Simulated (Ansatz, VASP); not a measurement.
# AlN in VASP and in Ansatz

```
CELL_PARAMETERS angstrom
0.00000 2.18399 2.18399
2.18399 0.00000 2.18399
2.18399 2.18399 0.00000
ATOMIC_POSITIONS crystal
Al 0.00000 0.00000 0.00000
N 0.25000 0.25000 0.25000
```

Alike in both runs: functional r2SCAN; dispersion D3(BJ); k mesh 10 × 10 × 10; occupations gaussian, width 0.1 eV; no spin polarisation.

|  | VASP | Ansatz |
| --- | --- | --- |
| version | VASP 6.6.1 | Ansatz 0.2.0 |
| potentials or method | VASP PAW PBE potentials, release 64 (Al, N) | Ansatz PAW |
| plane-wave cutoff (eV) | 520 | 500 |
| valence electrons in the cell | 8 | 8 |
| task | single point | electron localisation function |

|  | VASP | Ansatz | Ansatz less VASP |
| --- | --- | --- | --- |
| gap on the k mesh at the Fermi level (eV) | 3.93 | 3.94 | +0.007 |
| least direct gap on the mesh (eV) | 4.89 | 4.85 | -0.039 |
| pressure (GPa) | -2.1 | -1.7 | +0.39 |

VASP's potentials were made for PBE, not for r2SCAN.
